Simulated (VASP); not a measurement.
A run of VASP 6.6.1 is set up as follows.

The input INCAR:

```
SYSTEM = PbF2
  PREC = Accurate
  ENCUT = 520
  EDIFF = 1E-6
  ISMEAR = 0
  SIGMA = 0.01
  LREAL = .False.
  LASPH = .True.
  NELM = 80
  ALGO = Normal
  ISIF = 2
  LWAVE = .False.
  LCHARG = .False.
  GGA = PS
  NBANDS = 21
```

Contents of KPOINTS:

```
Automatic mesh
0
Gamma
  8 8 8
  0 0 0
```

POSCAR

```
PbF2
1.0
    2.9766207893      2.9766207893      0.0000000000
   -2.9766207893      2.9766207893      0.0000000000
    0.0000000000      2.9766207893      2.9766207893
Pb F
1 2
Direct
    0.0000000000      0.0000000000      0.0000000000
    0.2500000000      0.7500000000      0.5000000000
    0.7500000000      0.2500000000      0.5000000000
```

Potentials or basis: VASP PAW PBE potentials, release 64 (Pb_d, F).

Run with:

```console
$ cat potpaw_PBE.64/Pb_d/POTCAR potpaw_PBE.64/F/POTCAR > POTCAR
$ mpirun -np 1 vasp_std > vasp.out
```

**Question.** What does it give for the band gap on the k mesh?

**Answer.** 4.31 eV (least direct gap 4.46 eV).

**Question.** Predict the pressure.

**Answer.** -2.2 GPa.

Caveat: the PAW data sets were made with another functional, which shifts forces and pressure a little; spin-orbit coupling is left out, which moves the levels of the heavy elements. As with any semilocal functional, this PBEsol gap is likely too small.
